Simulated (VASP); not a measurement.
# CuB3 in VASP: a series of runs

The runs below take CuB3 through single point, with PBE.

All numbers are computed with VASP 6.6.1; they aren't measurements. Logs are shortened: lines on timing, memory, paths and dates and some standing lists are left out, and cuts for length are marked.

**1. The cell of the first run**

The structure is cubic, space group Pm-3m (No. 221). The conventional cell has a = 3.129 Å, b = 3.129 Å, c = 3.129 Å, α = 90.00°, β = 90.00°, γ = 90.00°. Within 2.9 Å of Cu (site symmetry m-3m) lie 12 B at 2.21 Å. Within 2.9 Å of B (site symmetry 4/mmm) lie 4 Cu at 2.21 Å and 8 B at 2.21 Å.

**2. Single point, PBE**

INCAR

```
PREC     = Accurate       # precision mode
ENCUT    = 520            # plane-wave cutoff, eV
EDIFF    = 1E-6           # SCF threshold, eV
ISMEAR   = 0              # smearing method
SIGMA    = 0.1            # smearing width, eV
LREAL    = F              # projectors in reciprocal space
LASPH    = T              # aspherical terms in the spheres
NELM     = 60             # most SCF steps
ALGO     = Normal         # electronic algorithm
ISIF     = 2              # what is computed and relaxed
LWAVE    = F              # write WAVECAR
LCHARG   = T              # write CHGCAR
GGA      = PE             # functional
LELF     = T              # ELF
LVHAR    = T            
NBANDS   = 18             # bands
```

KPOINTS

```
regular mesh
0
Gamma
  14 14 14
```

POSCAR

```
CuB3
1.0
    3.1285311167      0.0000000000      0.0000000000
    0.0000000000      3.1285311167      0.0000000000
    0.0000000000      0.0000000000      3.1285311167
Cu B
1 3
Direct
    0.0000000000      0.0000000000      0.0000000000
    0.0000000000      0.5000000000      0.5000000000
    0.5000000000      0.0000000000      0.5000000000
    0.5000000000      0.5000000000      0.0000000000
```

Potentials or basis: VASP PAW PBE potentials, release 64 (Cu, B).

Command:

```
cat potpaw_PBE.64/Cu/POTCAR potpaw_PBE.64/B/POTCAR > POTCAR
mpirun -np 1 vasp_std > vasp.out
```

OUTCAR:

```text
PREC = Accurate
   ENCUT = 520
   EDIFF = 1E-6
   ISMEAR = 0
   LREAL = F
   LASPH = T
   NELM = 60
   ISIF = 2
   GGA = PE

 ion  position               nearest neighbor table
   1  0.000  0.000  0.000-   2 2.21   3 2.21   4 2.21   2 2.21   3 2.21   2 2.21   4 2.21   2 2.21
                             3 2.21   4 2.21   3 2.21   4 2.21
   2  0.000  0.500  0.500-   1 2.21   1 2.21   1 2.21   1 2.21
   3  0.500  0.000  0.500-   1 2.21   1 2.21   1 2.21   1 2.21
   4  0.500  0.500  0.000-   1 2.21   1 2.21   1 2.21   1 2.21

  LATTYP: Found a simple cubic cell.
 ALAT       =     3.1285311167

  Lattice vectors:

 A1 = (   3.1285311167,   0.0000000000,   0.0000000000)
 A2 = (   0.0000000000,   3.1285311167,   0.0000000000)
 A3 = (   0.0000000000,   0.0000000000,   3.1285311167)

Analysis of symmetry for initial positions (statically):
=====================================================================
 Subroutine PRICEL returns:
 Original cell was already a primitive cell.

 Routine SETGRP: Setting up the symmetry group for a
 simple cubic supercell.

 Subroutine GETGRP returns: Found 48 space group operations
 (whereof 48 operations were pure point group operations)
 out of a pool of 48 trial point group operations.

The static configuration has the point symmetry O_h .

Analysis of symmetry for dynamics (positions and initial velocities):
=====================================================================
 Subroutine PRICEL returns:
 Original cell was already a primitive cell.

 Routine SETGRP: Setting up the symmetry group for a
 simple cubic supercell.

 Subroutine GETGRP returns: Found 48 space group operations
 (whereof 48 operations were pure point group operations)
 out of a pool of 48 trial point group operations.

The dynamic configuration has the point symmetry O_h .

 Subroutine INISYM returns: Found 48 space group operations
 (whereof 48 operations are pure point group operations),
 and found     1 'primitive' translations

----------------------------------------------------------------------------------------

                                     Primitive cell

  volume of cell :      30.6211

  direct lattice vectors                    reciprocal lattice vectors
     3.128531117  0.000000000  0.000000000     0.319638822  0.000000000  0.000000000
     0.000000000  3.128531117  0.000000000     0.000000000  0.319638822  0.000000000
     0.000000000  0.000000000  3.128531117     0.000000000  0.000000000  0.319638822

  length of vectors
     3.128531117  3.128531117  3.128531117     0.319638822  0.319638822  0.319638822

  position of ions in fractional coordinates (direct lattice)
     0.000000000  0.000000000  0.000000000
     0.000000000  0.500000000  0.500000000
     0.500000000  0.000000000  0.500000000
     0.500000000  0.500000000  0.000000000

  ion indices of the primitive-cell ions
   primitive index   ion index
                 1           1
                 2           2
                 3           3
                 4           4

----------------------------------------------------------------------------------------

 KPOINTS: regular mesh

Automatic generation of k-mesh.
 Grid dimensions read from file:
 generate k-points for:   14   14   14

 Generating k-lattice:

  Cartesian coordinates                     Fractional coordinates (reciprocal lattice)
     0.022831344  0.000000000  0.000000000     0.071428571  0.000000000  0.000000000
     0.000000000  0.022831344  0.000000000     0.000000000  0.071428571  0.000000000
     0.000000000  0.000000000  0.022831344     0.000000000  0.000000000  0.071428571

  Length of vectors
     0.022831344  0.022831344  0.022831344

  Shift w.r.t. Gamma in fractional coordinates (k-lattice)
     0.000000000  0.000000000  0.000000000

 Subroutine IBZKPT returns following result:
 ===========================================

 Found    120 irreducible k-points:

 Following reciprocal coordinates:
            Coordinates               Weight
  0.000000  0.000000  0.000000      1.000000
  0.071429  0.000000  0.000000      6.000000
  0.142857  0.000000  0.000000      6.000000
  0.214286  0.000000  0.000000      6.000000
  0.285714  0.000000  0.000000      6.000000
  0.357143  0.000000  0.000000      6.000000
[... 16 lines left out ...]
  0.285714  0.214286  0.000000     24.000000
  0.357143  0.214286  0.000000     24.000000
 [... further k-points ...]
   k-points           NKPTS =    120   k-points in BZ     NKDIM =    120   number of bands    NBANDS=     18
   number of dos      NEDOS =    301   number of ions     NIONS =      4
   total plane-waves  NPLWV =  13824
   dimension x,y,z NGX =    24 NGY =   24 NGZ =   24
   dimension x,y,z NGXF=    48 NGYF=   48 NGZF=   48
   ions per type =               1   3
   NGX,Y,Z   is equivalent  to a cutoff of  12.75, 12.75, 12.75 a.u.
   NGXF,Y,Z  is equivalent  to a cutoff of  25.51, 25.51, 25.51 a.u.
 SYSTEM =  unknown system
   PREC   = accura    normal or accurate (medium, high low for compatibility)
   ISTART =      0    job   : 0-new  1-cont  2-samecut
   ICHARG =      2    charge: 1-file 2-atom 10-const
   ISPIN  =      1    spin polarized calculation?
   LNONCOLLINEAR =      F non collinear calculations
   LSORBIT =      F    spin-orbit coupling
   LASPH  =      T    aspherical Exc in radial PAW
   ENCUT  =  520.0 eV  38.22 Ry    6.18 a.u.   5.82  5.82  5.82*2*pi/ulx,y,z
   NELM   =     60;   NELMIN=  2; NELMDL= -5     # of ELM steps
   EDIFF  = 0.1E-05   stopping-criterion for ELM
   LREAL  =      F    real-space projection
   EDIFFG = 0.1E-04   stopping-criterion for IOM
   NSW    =      0    number of steps for IOM
   IBRION =     -1    ionic relax: 0-MD 1-quasi-New 2-CG
   NFREE  =      0    steps in history (QN), initial steepest desc. (CG)
   ISIF   =      2    stress and relaxation
   ISYM   =      2    0-nonsym 1-usesym 2-fastsym
   POTIM  = 0.5000    time-step for ionic-motion
   TEBEG  =    0.0;   TEEND  =   0.0 temperature during run
   PSTRESS=    0.0 pullay stress
   NELECT =      20.0000    total number of electrons
   NUPDOWN=      -1.0000    fix difference up-down
   EMIN   =  10.00;   EMAX   =-10.00  energy-range for DOS
   EFERMI =   0.00;   METHOD = LEGACY
   ISMEAR =     0;   SIGMA  =   0.10  broadening in eV -4-tet -1-fermi 0-gaus
   EFERMI_NEDOS =   21; number of points for ismear=-14 and -15
   IALGO  =     38    algorithm
   IMIX   =      4    mixing-type and parameters
     AMIX     =   0.40;   BMIX     =  1.00
     AMIX_MAG =   1.60;   BMIX_MAG =  1.00
  volume/ion in A,a.u.               =       7.66        51.66
  Fermi-wavevector in a.u.,A,eV,Ry     =   1.420401  2.684169 27.450291  2.017539
  Thomas-Fermi vector in A             =   2.541320
   LORBIT       =      0    0 simple, 1 ext, 2 COOP (PROOUT), +10 PAW based schemes
   GGA     = PE    functional components
   LHFCALC =     F    Hartree Fock is set to
   AEXX    =    0.0000 exact exchange contribution
   IVDW    =     0    specifies the selected vdW correction
   LEPSILON=     F    determine dielectric tensor
   LRPA    =     F    only Hartree local field effects (RPA)
 non-spin polarized calculation
 Gauss-broadening in eV      SIGMA  =   0.10
  energy-cutoff  :      520.00
  volume of cell :       30.62
 maximum number of plane-waves:       846
 NGX is ok and might be reduce to    24
   NGX = 11   NGY = 11   NGZ = 11

 number of electron      20.0000011 magnetization

 Free energy of the ion-electron system (eV)
  ---------------------------------------------------
  ext. energy  EPLUGINS =         0.00000000
  ---------------------------------------------------
  free energy    TOTEN  =       -18.75305061 eV

  energy without entropy =      -18.74685026  energy(sigma->0) =      -18.74995043

 E-fermi :   9.5056     XC(G=0): -12.8370

 val. band max:        9.4990825233   @ k =   0.5000   0.2143   0.0000
 cond. band min:       9.5077415356   @ k =   0.5000   0.2857   0.1429
 fundamental gap:      0.0086590124
 Fermi energy:         9.5056096289

 k-point     1 :       0.0000    0.0000    0.0000
  band No.  band energies     occupation
      1      -6.4443      2.00000
      2       3.0862      2.00000
      3       3.0862      2.00000
      4       4.5530      2.00000
      5       4.5530      2.00000
      6       4.5530      2.00000
[... 10 lines left out ...]
     17      17.7970      0.00000
     18      17.7970      0.00000

 k-point     2 :       0.0714    0.0000    0.0000
  band No.  band energies     occupation
      1      -6.3765      2.00000
      2       2.8033      2.00000
      3       3.0955      2.00000
      4       4.3021      2.00000
      5       4.3021      2.00000
      6       4.5384      2.00000
[... 10 lines left out ...]
     17      17.5958      0.00000
     18      17.6770      0.00000

 k-point     3 :       0.1429    0.0000    0.0000
  band No.  band energies     occupation
      1      -6.1736      2.00000
      2       2.0356      2.00000
      3       3.1220      2.00000
      4       4.0104      2.00000
      5       4.0104      2.00000
      6       4.5700      2.00000
[... 10 lines left out ...]
     17      17.2081      0.00000
     18      17.3507      0.00000

 k-point     4 :       0.2143    0.0000    0.0000
  band No.  band energies     occupation
      1      -5.8373      2.00000
      2       1.0036      2.00000
      3       3.1610      2.00000
      4       3.7643      2.00000
      5       3.7643      2.00000
      6       4.6796      2.00000
[... 375 lines left out ...]
      4       3.5566      2.00000
      5       3.7552      2.00000
      6       4.4335      2.00000
[... 10 lines left out ...]
     17      17.2252      0.00000
     18      17.9480      0.00000

 k-point    23 :       0.2857    0.2143    0.0000
  band No.  band energies     occupation
      1      -4.7809      2.00000
      2       0.3511      2.00000
      3       1.6578      2.00000
      4       3.4478      2.00000
      5       3.6908      2.00000
      6       4.3715      2.00000
[... 10 lines left out ...]
     17      17.9153      0.00000
     18      18.5680      0.00000

 k-point    24 :       0.3571    0.2143    0.0000
  band No.  band energies     occupation
      1      -4.2017      2.00000
      2      -0.6908      2.00000
      3       1.9615      2.00000
      4       3.2800      2.00000
      5       3.6060      2.00000
      6       4.3685      2.00000
[... 10 lines left out ...]
     17      17.6769      0.00000
     18      20.1517      0.00000

 [... further k-points ...]

------------------------ aborting loop because EDIFF is reached ----------------------------------------

  FORCE on cell =-STRESS in cart. coord.  units (eV):
  Direction    XX          YY          ZZ          XY          YZ          ZX
  --------------------------------------------------------------------------------------
  -------------------------------------------------------------------------------------
  Total        0.0014994      0.0014994      0.0014994     -0.0000000     -0.0000000     -0.0000000
  in kB        0.0784518      0.0784518      0.0784518     -0.0000000     -0.0000000     -0.0000000
  external PRESSURE =       0.0784518 kB  Pullay stress =       0.0000000 kB

 VOLUME and BASIS-vectors are now :
 -----------------------------------------------------------------------------
  energy-cutoff  :      520.00
  volume of cell :       30.62
      direct lattice vectors                 reciprocal lattice vectors
     3.128531117  0.000000000  0.000000000     0.319638822  0.000000000  0.000000000
     0.000000000  3.128531117  0.000000000     0.000000000  0.319638822  0.000000000
     0.000000000  0.000000000  3.128531117     0.000000000  0.000000000  0.319638822

 POSITION                                       TOTAL-FORCE (eV/Angst)
 -----------------------------------------------------------------------------------
      0.00000      0.00000      0.00000         0.000000      0.000000      0.000000
      0.00000      1.56427      1.56427         0.000000      0.000000      0.000000
      1.56427      0.00000      1.56427         0.000000      0.000000      0.000000
      1.56427      1.56427      0.00000         0.000000      0.000000      0.000000
 -----------------------------------------------------------------------------------
    total drift:                               -0.000000      0.000000      0.000000

  FREE ENERGIE OF THE ION-ELECTRON SYSTEM (eV)
  ---------------------------------------------------
  free  energy   TOTEN  =       -18.7530506060 eV

  energy  without entropy=      -18.7468502610  energy(sigma->0) =      -18.74995043
```

Wall time 78 s (1 thread of Oxide Virtual Turin-like, shared host); peak memory 0.15 GiB.

Results:

```
Free energy            : -18.7531 eV
Pressure               : 0.0 GPa
Band gap on the k mesh : zero (bands 10 and 11 overlap by 4.16 eV)
```

**3. Single point, PBE**

INCAR

```
SYSTEM = CuB3
PREC = Accurate ; ENCUT = 520
EDIFF = 1E-6 ; ISMEAR = 0
SIGMA = 0.1 ; LREAL = .FALSE.
LASPH = .TRUE. ; NELM = 80
ALGO = Fast ; ISIF = 2
LWAVE = .FALSE. ; LCHARG = .FALSE.
GGA = PE ; NBANDS = 18
```

KPOINTS

```
Automatic mesh
0
G
  14 14 14
  0 0 0
```

POSCAR

```
CuB3
1.0
    3.1285296469      0.0000000000      0.0000000000
    0.0000000000      3.1285296469      0.0000000000
    0.0000000000      0.0000000000      3.1285296469
Cu B
1 3
Direct
    0.0000000000      0.0000000000      0.0000000000
    0.0000000000      0.5000000000      0.5000000000
    0.5000000000      0.0000000000      0.5000000000
    0.5000000000      0.5000000000      0.0000000000
```

Potentials or basis: VASP PAW PBE potentials, release 64 (Cu, B).

Command:

```
cat potpaw_PBE.64/Cu/POTCAR potpaw_PBE.64/B/POTCAR > POTCAR
mpirun -np 1 vasp_std > vasp.out
```

It took 88 s on 1 thread of Oxide Virtual Turin-like, shared host; peak memory 0.15 GiB.

It converged, with:

| Property | Result |
| --- | --- |
| Free energy | -18.7531 eV |
| Pressure | 0.1 GPa |
| Band gap on the k mesh | zero (bands 10 and 11 overlap by 4.16 eV) |

Levels at points of the mesh, in eV from the Fermi level:
| k point | band 8 | band 9 | band 10 | band 11 | band 12 | band 13 |
| --- | --- | --- | --- | --- | --- | --- |
| (0.00, 0.00, 0.00) | -4.71 | -4.71 | 1.37 | 1.37 | 3.46 | 4.35 |
| (0.50, 0.00, 0.00) | -0.37 | -0.37 | -0.28 | -0.28 | 1.45 | 2.25 |
| (0.50, 0.50, 0.00) | -3.88 | -3.67 | 1.00 | 2.91 | 2.91 | 4.16 |
| (0.50, 0.50, 0.50) | -4.32 | -4.32 | -1.53 | -1.53 | -1.53 | 0.50 |

**4. Single point, PBE**

INCAR

```
SYSTEM = CuB3
PREC = Accurate
ENCUT = 520
EDIFF = 1E-7
ISMEAR = 0
SIGMA = 0.1
LREAL = .False.
LASPH = .True.
NELM = 80
ALGO = Fast
ISIF = 2
LWAVE = .False.
LCHARG = .True.
GGA = PE
LELF = .True.
LVHAR = .True.
NBANDS = 18
```

KPOINTS

```
regular mesh
0
Gamma
  14 14 14
  0 0 0
```

POSCAR

```
CuB3
1.0
    3.1286004153      0.0000000000      0.0000000000
    0.0000000000      3.1286004153      0.0000000000
    0.0000000000      0.0000000000      3.1282508884
Cu B
1 3
Direct
    0.0000000000      0.0000000000      0.0000000000
    0.0000000000      0.5000000000      0.5000000000
    0.5000000000      0.0000000000      0.5000000000
    0.5000000000      0.5000000000      0.0000000000
```

Potentials or basis: VASP PAW PBE potentials, release 64 (Cu, B).

Command:

```
cat potpaw_PBE.64/Cu/POTCAR potpaw_PBE.64/B/POTCAR > POTCAR
mpirun -np 1 vasp_std > vasp.out
```

OUTCAR:

```text
SYSTEM = CuB3
   PREC = Accurate
   ENCUT = 520
   EDIFF = 1E-7
   ISMEAR = 0
   LREAL = .False.
   LASPH = .True.
   NELM = 80
   ISIF = 2
   GGA = PE

 ion  position               nearest neighbor table
   1  0.000  0.000  0.000-   2 2.21   3 2.21   2 2.21   3 2.21   2 2.21   2 2.21   3 2.21   3 2.21
                             4 2.21   4 2.21   4 2.21   4 2.21
   2  0.000  0.500  0.500-   1 2.21   1 2.21   1 2.21   1 2.21
   3  0.500  0.000  0.500-   1 2.21   1 2.21   1 2.21   1 2.21
   4  0.500  0.500  0.000-   1 2.21   1 2.21   1 2.21   1 2.21

[... 707 lines left out ...]
  --------------------------------------------------------------------------------------
  -------------------------------------------------------------------------------------
  Total        0.0152791      0.0152791      0.0207612      0.0000000     -0.0000000     -0.0000000
  in kB        0.7994755      0.7994755      1.0863279      0.0000000     -0.0000000     -0.0000000
  external PRESSURE =       0.8950930 kB  Pullay stress =       0.0000000 kB

 VOLUME and BASIS-vectors are now :
 -----------------------------------------------------------------------------
  energy-cutoff  :      520.00
  volume of cell :       30.62
      direct lattice vectors                 reciprocal lattice vectors
     3.128600415  0.000000000  0.000000000     0.319631742  0.000000000  0.000000000
     0.000000000  3.128600415  0.000000000     0.000000000  0.319631742  0.000000000
     0.000000000  0.000000000  3.128250888     0.000000000  0.000000000  0.319667455

 POSITION                                       TOTAL-FORCE (eV/Angst)
 -----------------------------------------------------------------------------------
      0.00000      0.00000      0.00000         0.000000      0.000000      0.000000
      0.00000      1.56430      1.56413         0.000000      0.000000      0.000000
      1.56430      0.00000      1.56413         0.000000      0.000000      0.000000
      1.56430      1.56430      0.00000         0.000000      0.000000      0.000000
 -----------------------------------------------------------------------------------
    total drift:                                0.000000      0.000000      0.000000

  FREE ENERGIE OF THE ION-ELECTRON SYSTEM (eV)
  ---------------------------------------------------
  free  energy   TOTEN  =       -18.7530471328 eV

  energy  without entropy=      -18.7468472796  energy(sigma->0) =      -18.74994721
```

stdout:

```text
POSCAR found type information on POSCAR CuB
 POSCAR found :  2 types and       4 ions
 scaLAPACK will be used
 LDA part: xc-table for (Slater+PW92), standard interpolation
 POSCAR, INCAR and KPOINTS ok, starting setup
 FFT: planning ... GRIDC
 FFT: planning ... GRID_SOFT
 FFT: planning ... GRID
 WAVECAR not read
 entering main loop
WARNING in EDDRMM: call to ZHEGV failed, returncode =   8  4     17
```

Run time: 5 min. Hardware: 1 thread of Oxide Virtual Turin-like, shared host; peak memory 0.22 GiB.

What came out:

| Item | Value |
| --- | --- |
| Free energy | -18.7530 eV |
| Pressure | 0.1 GPa |
| Band gap on the k mesh | zero (bands 10 and 11 overlap by 4.16 eV) |

Levels at points of the mesh, in eV from the Fermi level:
```
           k point  band 6  band 7  band 8  band 9  band 10  band 11  band 12  band 13  band 14  band 15
(0.00, 0.00, 0.00)   -4.95   -4.71   -4.71   -4.71     1.37     1.38     3.46     4.35     4.35     4.35
(0.50, 0.00, 0.00)   -4.66   -4.37   -0.37   -0.37    -0.28    -0.28     1.45     2.25     2.93     5.87
(0.50, 0.50, 0.00)   -5.64   -4.40   -3.88   -3.67     1.00     2.91     2.91     4.16     4.29     4.29
(0.00, 0.00, 0.50)   -4.66   -4.37   -0.37   -0.37    -0.28    -0.28     1.45     2.25     2.93     5.87
(0.50, 0.00, 0.50)   -5.64   -4.40   -3.88   -3.67     1.00     2.91     2.91     4.16     4.29     4.29
(0.50, 0.50, 0.50)   -6.93   -6.93   -4.32   -4.32    -1.53    -1.53    -1.53     0.50     9.80     9.80
```
